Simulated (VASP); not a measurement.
# BiTe (Fm-3m) in VASP: a series of runs

The runs below take BiTe through vibrations by perturbation theory, elastic constants, with PBE.

Everything below comes from runs of VASP 6.6.1. Logs are shortened: lines on timing, memory, paths and dates and some standing lists are left out, and cuts for length are marked.

## Step 1: The cell of the first run

The structure is cubic, space group Fm-3m (No. 225). The conventional cell has a = 6.466 Å, b = 6.466 Å, c = 6.466 Å, α = 90.00°, β = 90.00°, γ = 90.00°. Bi (site symmetry m-3m) has 6 Te at 3.23 Å within 4.3 Å. Within 4.3 Å of Te (site symmetry m-3m) lie 6 Bi at 3.23 Å.

## Step 2: Vibrations by perturbation theory, PBE (33.79 Å³/atom)

INCAR

```
SYSTEM = BiTe
PREC     = Accurate       ! precision mode
ENCUT    = 520            ! plane-wave cutoff, eV
EDIFF    = 1E-8           ! SCF threshold, eV
ISMEAR   = -1             ! smearing method
SIGMA    = 0.15           ! smearing width, eV
LREAL    = .FALSE.        ! projectors in reciprocal space
LASPH    = .TRUE.         ! aspherical terms in the spheres
NELM     = 60             ! most SCF steps
ALGO     = Normal         ! electronic algorithm
ISIF     = 2              ! what is computed and relaxed
LWAVE    = .FALSE.        ! write WAVECAR
LCHARG   = .TRUE.         ! write CHGCAR
GGA      = PE             ! functional
IBRION   = 8              ! ionic algorithm
NSW      = 1              ! ionic steps
```

KPOINTS

```
regular mesh
0
G
  12 12 12
  0 0 0
```

POSCAR

```
BiTe
1.0
    0.0000000000      3.2330341452      3.2330341452
    3.2330341452      0.0000000000      3.2330341452
    3.2330341452      3.2330341452      0.0000000000
Bi Te
1 1
Direct
    0.0000000000      0.0000000000      0.0000000000
    0.5000000000      0.5000000000      0.5000000000
```

Potentials or basis: VASP PAW PBE potentials, release 64 (Bi_d, Te).

Launch:

```sh
$ cat potpaw_PBE.64/Bi_d/POTCAR potpaw_PBE.64/Te/POTCAR > POTCAR
$ mpirun -np 1 vasp_std > vasp.out
```

OUTCAR:

```text
SYSTEM = BiTe
   PREC = Accurate
   ENCUT = 520
   EDIFF = 1E-8
   ISMEAR = -1
   LREAL = .FALSE.
   LASPH = .TRUE.
   NELM = 60
   ISIF = 2
   GGA = PE
   IBRION = 8
   NSW = 1

 ion  position               nearest neighbor table
   1  0.000  0.000  0.000-   2 3.23   2 3.23   2 3.23   2 3.23   2 3.23   2 3.23
   2  0.500  0.500  0.500-   1 3.23   1 3.23   1 3.23   1 3.23   1 3.23   1 3.23

  LATTYP: Found a face centered cubic cell.
 ALAT       =     6.4660682904

  Lattice vectors:

 A1 = (   0.0000000000,   3.2330341452,   3.2330341452)
 A2 = (   3.2330341452,   0.0000000000,   3.2330341452)
 A3 = (   3.2330341452,   3.2330341452,   0.0000000000)

Analysis of symmetry for initial positions (statically):
=====================================================================
 Subroutine PRICEL returns:
 Original cell was already a primitive cell.

 Routine SETGRP: Setting up the symmetry group for a
 face centered cubic supercell.

 Subroutine GETGRP returns: Found 48 space group operations
 (whereof 48 operations were pure point group operations)
 out of a pool of 48 trial point group operations.

The static configuration has the point symmetry O_h .

Analysis of symmetry for dynamics (positions and initial velocities):
=====================================================================
 Subroutine PRICEL returns:
 Original cell was already a primitive cell.

 Routine SETGRP: Setting up the symmetry group for a
 face centered cubic supercell.

 Subroutine GETGRP returns: Found 48 space group operations
 (whereof 48 operations were pure point group operations)
 out of a pool of 48 trial point group operations.

The dynamic configuration has the point symmetry O_h .

 Subroutine INISYM returns: Found 48 space group operations
 (whereof 48 operations are pure point group operations),
 and found     1 'primitive' translations

----------------------------------------------------------------------------------------

                                     Primitive cell

  volume of cell :      67.5866

  direct lattice vectors                    reciprocal lattice vectors
     0.000000000  3.233034145  3.233034145    -0.154653486  0.154653486  0.154653486
     3.233034145  0.000000000  3.233034145     0.154653486 -0.154653486  0.154653486
     3.233034145  3.233034145  0.000000000     0.154653486  0.154653486 -0.154653486

  length of vectors
     4.572200736  4.572200736  4.572200736     0.267867695  0.267867695  0.267867695

  position of ions in fractional coordinates (direct lattice)
     0.000000000  0.000000000  0.000000000
     0.500000000  0.500000000  0.500000000

  ion indices of the primitive-cell ions
   primitive index   ion index
                 1           1
                 2           2

----------------------------------------------------------------------------------------

 KPOINTS: regular mesh

Automatic generation of k-mesh.
 Grid dimensions read from file:
 generate k-points for:   12   12   12

 Generating k-lattice:

  Cartesian coordinates                     Fractional coordinates (reciprocal lattice)
    -0.012887790  0.012887790  0.012887790     0.083333333  0.000000000  0.000000000
     0.012887790 -0.012887790  0.012887790     0.000000000  0.083333333  0.000000000
     0.012887790  0.012887790 -0.012887790     0.000000000  0.000000000  0.083333333

  Length of vectors
     0.022322308  0.022322308  0.022322308

  Shift w.r.t. Gamma in fractional coordinates (k-lattice)
     0.000000000  0.000000000  0.000000000

 Subroutine IBZKPT returns following result:
 ===========================================

 Found     72 irreducible k-points:

 Following reciprocal coordinates:
            Coordinates               Weight
  0.000000  0.000000  0.000000      1.000000
  0.083333  0.000000  0.000000      8.000000
  0.166667  0.000000  0.000000      8.000000
  0.250000  0.000000  0.000000      8.000000
  0.333333  0.000000  0.000000      8.000000
  0.416667  0.000000  0.000000      8.000000
[... 16 lines left out ...]
  0.500000  0.166667  0.000000     24.000000
 -0.416667  0.166667  0.000000     24.000000
 [... further k-points ...]
   k-points           NKPTS =     72   k-points in BZ     NKDIM =     72   number of bands    NBANDS=     14
   number of dos      NEDOS =    301   number of ions     NIONS =      2
   total plane-waves  NPLWV =  46656
   dimension x,y,z NGX =    36 NGY =   36 NGZ =   36
[... 21 lines left out ...]
   ISYM   =      2    0-nonsym 1-usesym 2-fastsym
   POTIM  = 0.5000    time-step for ionic-motion
   TEBEG  =    0.0;   TEEND  =   0.0 temperature during run
   PSTRESS=    0.0 pullay stress
   NELECT =      21.0000    total number of electrons
   NUPDOWN=      -1.0000    fix difference up-down
   EMIN   =  10.00;   EMAX   =-10.00  energy-range for DOS
   EFERMI =   0.00;   METHOD = LEGACY
   ISMEAR =    -1;   SIGMA  =   0.15  broadening in eV -4-tet -1-fermi 0-gaus
   EFERMI_NEDOS =   21; number of points for ismear=-14 and -15
   IALGO  =     38    algorithm
   IMIX   =      4    mixing-type and parameters
     AMIX     =   0.40;   BMIX     =  1.00
     AMIX_MAG =   1.60;   BMIX_MAG =  1.00
  volume/ion in A,a.u.               =      33.79       228.05
  Fermi-wavevector in a.u.,A,eV,Ry     =   1.108820  2.095366 16.728109  1.229481
  Thomas-Fermi vector in A             =   2.245352
   LORBIT       =      0    0 simple, 1 ext, 2 COOP (PROOUT), +10 PAW based schemes
   GGA     = PE    functional components
   LHFCALC =     F    Hartree Fock is set to
   AEXX    =    0.0000 exact exchange contribution
   IVDW    =     0    specifies the selected vdW correction
   LEPSILON=     F    determine dielectric tensor
   LRPA    =     F    only Hartree local field effects (RPA)
 non-spin polarized calculation
  energy-cutoff  :      520.00
  volume of cell :       67.59
 maximum number of plane-waves:      1853
 NGX is ok and might be reduce to    36
   NGX = 17   NGY = 17   NGZ = 17

--------------------------------------- Ionic step        1  -------------------------------------------

 number of electron      21.0000001 magnetization

 Free energy of the ion-electron system (eV)
  ---------------------------------------------------
  ext. energy  EPLUGINS =         0.00000000
  ---------------------------------------------------
  free energy    TOTEN  =        -7.22501605 eV

  energy without entropy =       -7.12125512  energy(sigma->0) =       -7.17313559

 E-fermi :   6.6895     XC(G=0):  -9.4418

 val. band max:        6.6673328499   @ k =  -0.2500   0.2500   0.0000
 cond. band min:       6.7102097064   @ k =   0.3333   0.0000   0.0000
 fundamental gap:      0.0428768565
 Fermi energy:         6.6895166413

 k-point     1 :       0.0000    0.0000    0.0000
  band No.  band energies     occupation
      1     -16.4858      2.00000
      2     -16.4858      2.00000
      3     -16.4828      2.00000
      4     -16.4828      2.00000
      5     -16.4828      2.00000
      6      -6.8617      2.00000
      7      -1.4478      2.00000
      8       4.1257      2.00000
      9       4.1257      2.00000
     10       4.1257      2.00000
     11       8.8307      0.00000
     12       8.8307      0.00000
     13       8.8307      0.00000
     14      11.3394      0.00000
[... 377 lines left out ...]
      1     -16.4918      2.00000
      2     -16.4888      2.00000
      3     -16.4799      2.00000
      4     -16.4767      2.00000
      5     -16.4756      2.00000
      6      -4.8705      2.00000
      7      -4.3999      2.00000
      8       2.8381      2.00000
      9       4.1445      2.00000
     10       4.2542      2.00000
     11       6.8743      0.45177
     12       6.8851      0.42709
     13       8.5913      0.00001
     14      12.8284      0.00000

 [... further k-points ...]
[... 5 lines left out ...]
  --------------------------------------------------------------------------------------
  -------------------------------------------------------------------------------------
  Total        0.3925947      0.3925947      0.3925947      0.0000000     -0.0000000      0.0000000
  in kB        9.3066664      9.3066664      9.3066664      0.0000000     -0.0000000      0.0000000
  external PRESSURE =       9.3066664 kB  Pullay stress =       0.0000000 kB

 VOLUME and BASIS-vectors are now :
 -----------------------------------------------------------------------------
  energy-cutoff  :      520.00
  volume of cell :       67.59
      direct lattice vectors                 reciprocal lattice vectors
     0.000000000  3.233034145  3.233034145    -0.154653486  0.154653486  0.154653486
     3.233034145  0.000000000  3.233034145     0.154653486 -0.154653486  0.154653486
     3.233034145  3.233034145  0.000000000     0.154653486  0.154653486 -0.154653486

 POSITION                                       TOTAL-FORCE (eV/Angst)
 -----------------------------------------------------------------------------------
      0.00000      0.00000      0.00000         0.000000      0.000000     -0.000000
      3.23303      3.23303      3.23303        -0.000000      0.000000      0.000000
 -----------------------------------------------------------------------------------
    total drift:                               -0.000000      0.000000      0.000000

  FREE ENERGIE OF THE ION-ELECTRON SYSTEM (eV)
  ---------------------------------------------------
  free  energy   TOTEN  =        -7.2250160509 eV

  energy  without entropy=       -7.1212551195  energy(sigma->0) =       -7.17313559

[... ionic steps 2 to 3 ...]

--------------------------------------- Ionic step        4  -------------------------------------------

------------------------ aborting loop because EDIFF is reached ----------------------------------------

[... ionic steps 5 to 6 ...]

--------------------------------------- Ionic step        7  -------------------------------------------

 Free energy of the ion-electron system (eV)
  ---------------------------------------------------
  ---------------------------------------------------
  free energy    TOTEN  =        -0.04677423 eV

  energy without entropy =       -0.04677425

------------------------ aborting loop because EDIFF is reached ----------------------------------------

 INTERNAL STRAIN TENSOR  FOR ION    2  DIRECTION 1   (eV/Angst):
 -----------------------------------------------------------------------------
     0.02980  0.00000 -0.00000
    -0.00000  0.00097  0.00000
     0.00000  0.00000  0.00097

 INTERNAL STRAIN TENSOR FOR ION    2 for displacements in x,y,z  (eV/Angst):
          X           Y           Z          XY          YZ          ZX
  --------------------------------------------------------------------------------
  x     0.00000     0.00000     0.00000     0.00000     0.00000     0.00000
  y     0.00000     0.00000     0.00000     0.00000     0.00000     0.00000
  z     0.00000     0.00000     0.00000     0.00000     0.00000     0.00000

 SECOND DERIVATIVES (NOT SYMMETRIZED)
 ------------------------------------
               1X          1Y          1Z          2X          2Y          2Z
  1X    -2.458257    0.000000    0.000000    2.458257    0.000000    0.000000
  1Y     0.000000   -2.458257    0.000000    0.000000    2.458257    0.000000
  1Z     0.000000    0.000000   -2.458257    0.000000    0.000000    2.458257
  2X     2.455334    0.000000    0.000000   -2.455334    0.000000    0.000000
  2Y     0.000000    2.455334    0.000000    0.000000   -2.455334    0.000000
  2Z     0.000000    0.000000    2.455334    0.000000    0.000000   -2.455334

 Eigenvectors and eigenvalues of the dynamical matrix
 ----------------------------------------------------

   1 f  =    2.752773 THz    17.296184 2PiTHz   91.822632 cm-1    11.384550 meV
             X         Y         Z           dx          dy          dz
      0.000000  0.000000  0.000000     0.615944   -0.000000    0.000000
      3.233034  3.233034  3.233034    -0.787790    0.000000    0.000000
[... 21 lines left out ...]
   6 f/i=    0.000795 THz     0.004993 2PiTHz    0.026507 cm-1     0.003286 meV
             X         Y         Z           dx          dy          dz
      0.000000  0.000000  0.000000    -0.787749   -0.007977    0.000000
      3.233034  3.233034  3.233034    -0.615913   -0.006237    0.000000

--------------------------------------------------------------------------------------------------------

 ELASTIC MODULI CONTR FROM IONIC RELAXATION (kBar)
 Direction    XX          YY          ZZ          XY          YZ          ZX
 --------------------------------------------------------------------------------
 XX           0.0000      0.0000      0.0000      0.0000      0.0000      0.0000
 YY           0.0000      0.0000      0.0000      0.0000      0.0000      0.0000
 ZZ           0.0000      0.0000      0.0000      0.0000      0.0000      0.0000
 XY           0.0000      0.0000      0.0000      0.0000      0.0000      0.0000
 YZ           0.0000      0.0000      0.0000      0.0000      0.0000      0.0000
 ZX           0.0000      0.0000      0.0000      0.0000      0.0000      0.0000
 --------------------------------------------------------------------------------
```

It took 5.5 min on 1 thread of AMD EPYC 9R45 (Zen 5), shared host; peak memory 0.48 GiB.

Results:

| Property | Result |
| --- | --- |
| Highest phonon frequency at Γ, LO-TO splitting left out | 92 cm⁻¹ |

Phonon frequencies in cm⁻¹ (negative: imaginary):
```csv
q point,frequencies
"(0.000, 0.000, 0.000)",0 0 0 92 92 92
```

Caveat: spin-orbit coupling is left out, which moves the levels of the heavy elements.

[end of part 1 of 2]
